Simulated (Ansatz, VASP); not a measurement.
# ZnS in VASP and in Ansatz

File INCAR:

```
SYSTEM = ZnS
PREC = Accurate
ENCUT = 520
EDIFF = 1E-7
ISMEAR = 0
SIGMA = 0.05
LREAL = .FALSE.
LASPH = .TRUE.
NELM = 100
ALGO = Normal
ISIF = 2
LWAVE = .FALSE.
LCHARG = .TRUE.
GGA = PE
LELF = .TRUE.
LVHAR = .TRUE.
NBANDS = 36
```

The input KPOINTS:

```
regular mesh
0
G
  8 8 3
  0 0 0
```

POSCAR

```
ZnS
1.0
    2.7046500000     -2.7046500000      0.0000000000
    2.7046500000      0.0000000000     -2.7046500000
   10.3680053100      2.9299473450      2.9299473450
Zn S
3 3
Direct
    0.5520486100      0.5520486100      0.1250333333
   -0.7257513900     -0.7257513900      0.7917000000
   -0.0868513900     -0.0868513900      0.4583666667
   -0.1354763900     -0.1354763900      0.8750333333
    0.5034236100      0.5034236100      0.5417000000
    0.1423236100      0.1423236100      0.2083666667
```

Input for Ansatz:

```yaml
crystal:
  lattice:
    - [2.70465, -2.70465, 0.0]
    - [2.70465, 0.0, -2.70465]
    - [10.36800531, 2.929947345, 2.929947345]
  atoms:
    - { symbol: Zn, position: [0.55204861, 0.55204861, 0.1250333333] }
    - { symbol: Zn, position: [-0.72575139, -0.72575139, 0.7917] }
    - { symbol: Zn, position: [-0.08685139, -0.08685139, 0.4583666667] }
    - { symbol: S, position: [-0.13547639, -0.13547639, 0.8750333333] }
    - { symbol: S, position: [0.50342361, 0.50342361, 0.5417] }
    - { symbol: S, position: [0.14232361, 0.14232361, 0.2083666667] }
basis:
  ecutwfc: 420
kpoints:
  mp_grid: { grid: [8, 8, 3] }
hamiltonian:
  xc: pbe
scf:
  occupations: { method: gaussian, width: 0.05 }
output:
  forces: true
  stress: true
  eigenvalues: true
```

Alike in both runs: task single point; functional PBE; k mesh 8 × 8 × 3; occupations gaussian, width 0.05 eV; no spin polarisation.

|  | VASP | Ansatz |
| --- | --- | --- |
| version | VASP 6.6.1 | Ansatz 0.2.0 |
| potentials or method | VASP PAW PBE potentials, release 64 (Zn, S), cutoff 520 eV | scalar-relativistic, plane waves, PAW |
| valence electrons in the cell | 54 | 54 |

```csv
,VASP,Ansatz,Ansatz less VASP
gap on the k mesh at the Fermi level (eV),1.96,1.96,-0.005
least direct gap on the mesh (eV),1.96,1.96,-0.005
pressure (GPa),1.3,1.1,-0.16
"traceless stress, the component that is largest in VASP (GPa)",-1.12,-1.11,+0.002
rms of the force components (eV/Å),0.123,0.123,-0.0002
```

Atom by atom the forces differ by 0.001 eV/Å (rms over components).
